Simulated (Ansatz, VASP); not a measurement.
## Two plane-wave programs on SbO4

```
CELL_PARAMETERS angstrom
-1.96765 1.96765 4.48203
1.96765 -1.96765 4.48203
1.96765 1.96765 -4.48203
ATOMIC_POSITIONS crystal
Sb 0.00000 0.00000 0.00000
O 0.77939 0.77939 0.00000
O 0.50000 0.00000 0.50000
O 0.00000 0.50000 0.50000
O 0.22061 0.22061 0.00000
```

Change from the starting cell: species swapped into the SnF4 type (I4/mmm, No. 139).

Alike in both runs: functional PBE; k mesh 6 × 6 × 6; occupations gaussian, width 0.1 eV; no spin polarisation.

Ansatz relaxed the structure, and its values are those at the end. VASP's run is a single point on that final structure, the one shown.

|  | VASP | Ansatz |
| --- | --- | --- |
| version | VASP 6.6.1 | Ansatz 0.2.0 |
| potentials or method | VASP PAW PBE potentials, release 64 (Sb, O), cutoff 520 eV | scalar-relativistic, plane waves, PAW |
| valence electrons in the cell | 29 | 39 |

|  | VASP | Ansatz | Ansatz less VASP |
| --- | --- | --- | --- |
| gap on the k mesh at the Fermi level (eV) | none | none | - |
| pressure (GPa) | 0.2 | 0.1 | -0.08 |
| rms of the force components (eV/Å) | 0.018 | 0.002 | -0.0169 |

A gap of «none» marks a metal or a gap that the smearing closes. VASP's potentials hold 29 valence electrons a cell and Ansatz's 39, so a difference there can come from the potentials and not from the codes.

The k mesh is coarse, so the values compare programs but aren't converged. Neither program's run includes spin-orbit coupling.
